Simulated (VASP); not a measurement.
Runs of VASP 6.6.1 on MgB2. The structure is that of space group P6/mmm (No. 191), or close to it. The cells are those of the table. 

| task | level | cell | cutoff (eV) | gap on the mesh (eV) | pressure (GPa) |
| --- | --- | --- | --- | --- | --- |
| single point | r2SCAN+D4 | a = 3.117, b = 3.117, c = 3.607 Å, angles 90.0, 90.0, 120.0°, 3 atoms | 520 | none | -9.5 |
| single point | r2SCAN | a = 3.069, b = 3.069, c = 3.508 Å, angles 90.0, 90.0, 120.0°, 3 atoms | 520 | none | -0.4 |
| single point | r2SCAN | a = 3.117, b = 3.117, c = 3.607 Å, angles 90.0, 90.0, 120.0°, 3 atoms | 520 | none | (a) |
| relaxation of shape and atoms at fixed volume | r2SCAN | relaxed from a = 3.038, b = 3.038, c = 3.473 Å, angles 90.0, 90.0, 120.0°, 3 atoms | 600 | none | 4.4 |
| single point | r2SCAN | a = 3.019, b = 3.019, c = 3.409 Å, angles 90.0, 90.0, 120.0°, 3 atoms | 520 | none | 9.9 |
| relaxation of shape and atoms at fixed volume | r2SCAN | relaxed from a = 3.013, b = 3.013, c = 3.423 Å, angles 90.0, 90.0, 120.0°, 3 atoms | 600 | none | 9.9 |
| single point | r2SCAN | a = 3.093, b = 3.093, c = 3.559 Å, angles 90.0, 90.0, 120.0°, 3 atoms | 520 | none | -4.5 |

Alike in all rows: potentials or basis VASP PAW PBE potentials, release 64 (Mg, B); no spin polarisation; k mesh 18 × 18 × 12; smearing gaussian 0.1 eV.

Q: Estimate the missing entries.

A: (a) -8.2.

Caveats: the PAW data sets were made with another functional, which shifts forces and pressure a little; pairwise dispersion overbinds metals, which lowers pressure and volume (some runs).

A gap of «none» marks levels without a gap at the run's occupations.
